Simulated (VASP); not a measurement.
Runs of VASP 6.6.1 on ZrGaH4. The structure is that of space group P4/mmm (No. 123), or close to it. The cells are those of the table. 

```csv
task,cell,k mesh,cutoff (eV),gap on the mesh (eV),pressure (GPa),relaxed volume (Å³/atom)
relaxation of cell and atoms,"relaxed from a = 3.511, b = 3.511, c = 4.432 Å, 6 atoms",10 × 10 × 8,600,none,0.0,8.85
relaxation of cell and atoms,"relaxed from a = 3.548, b = 3.548, c = 4.216 Å, 6 atoms",10 × 10 × 10,600,none,-0.1,(a)
single point,"a = 3.511, b = 3.511, c = 4.432 Å, 6 atoms",6 × 6 × 4,520,none,0.0,-
single point,"a = 3.555, b = 3.555, c = 4.200 Å, 6 atoms",10 × 10 × 10,520,none,0.0,-
single point,"a = 3.548, b = 3.548, c = 4.216 Å, 6 atoms",10 × 10 × 8,520,none,0.0,-
```

Alike in all rows: level PBE; potentials or basis VASP PAW PBE potentials, release 64 (Zr_sv, Ga_d, H); no spin polarisation; smearing gaussian 0.1 eV.

Task: Fill in the values left out.

Result: (a) 8.86.

A k mesh can miss the band edges, and the runs leave out spin-orbit coupling on Ga, Zr.

A gap of «none» marks levels without a gap at the run's occupations.
